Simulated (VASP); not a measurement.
Wanted: the native input for a VASP 6.6.1 run.

```yaml
Task: single point
Functional: PBE
Potentials_or_basis: VASP PAW PBE potentials, release 64 (Na_pv, Cl)
Cutoff: 520 eV
k_mesh: 8 × 8 × 8
Occupations: fermi-dirac, width 0.02 eV
Spin: no spin polarisation
Dipole_correction: no
Further_INCAR_settings: ALGO = Normal; EDIFF = 1e-06; NBANDS = 14
```

The structure of NaCl lies in POSCAR:

```
NaCl
1.0
    0.0000000000      2.9428337719      2.9428337719
    2.9428337719      0.0000000000      2.9428337719
    2.9428337719      2.9428337719      0.0000000000
Na Cl
1 1
Direct
    0.0000000000      0.0000000000      0.0000000000
    0.5000000000      0.5000000000      0.5000000000
```

This cell differs from its parent crystal: strain +5.0%.

The input as run:

INCAR

```
SYSTEM = NaCl
PREC = Accurate ; ENCUT = 520
EDIFF = 1E-6 ; ISMEAR = -1
SIGMA = 0.02 ; LREAL = .FALSE.
LASPH = .TRUE. ; NELM = 100
ALGO = Normal ; ISIF = 2
LWAVE = .FALSE. ; LCHARG = .FALSE.
GGA = PE ; NBANDS = 14
```

KPOINTS

```
Automatic mesh
0
G
  8 8 8
  0 0 0
```

Potentials or basis: VASP PAW PBE potentials, release 64 (Na_pv, Cl).

The run is started by

```console
$ cat potpaw_PBE.64/Na_pv/POTCAR potpaw_PBE.64/Cl/POTCAR > POTCAR
$ mpirun -np 1 vasp_std > vasp.out
```

Results of the run:

| Quantity | Value |
| --- | --- |
| Pressure | -1.9 GPa |
| Band gap on the k mesh | 4.65 eV, direct |

Caveat: the cell differs from its parent crystal (strain +5.0%).

It took 11 s on 1 thread of Intel(R) Xeon(R) 6975P-C (Granite Rapids) (shared host), peak memory 0.17 GiB.
